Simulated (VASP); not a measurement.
The system is HfO2.

```
Hf O
1.0
     0.00000    2.52918    2.52918
     2.52918    0.00000    2.52918
     2.52918    2.52918    0.00000
Hf O
1 2
Direct
  0.00000 0.00000 0.00000
  0.25000 0.25000 0.25000
  0.75000 0.75000 0.75000
```

Base run:

```yaml
Program: VASP 6.6.1
Functional: HSE06
Potentials_or_basis: VASP PAW PBE potentials, release 64 (Hf_pv, O)
Cutoff: 520 eV
k_mesh: 6 × 6 × 6
Occupations: gaussian, width 0.01 eV
Spin: no spin polarisation
```

Its results: band gap on the k mesh 5.36 eV; pressure -5.3 GPa.

**Question.** The run is repeated on the same cell with these changes: functional from HSE06 to PBE0. What comes out?

**Answer.** Band gap on the k mesh 6.12 eV; pressure -5.2 GPa.

Caveats: the cell stands under tension; the PAW data sets were made with another functional, which shifts forces and pressure a little; spin-orbit coupling is left out, which moves the levels of the heavy elements.

A k mesh can miss the band edges.
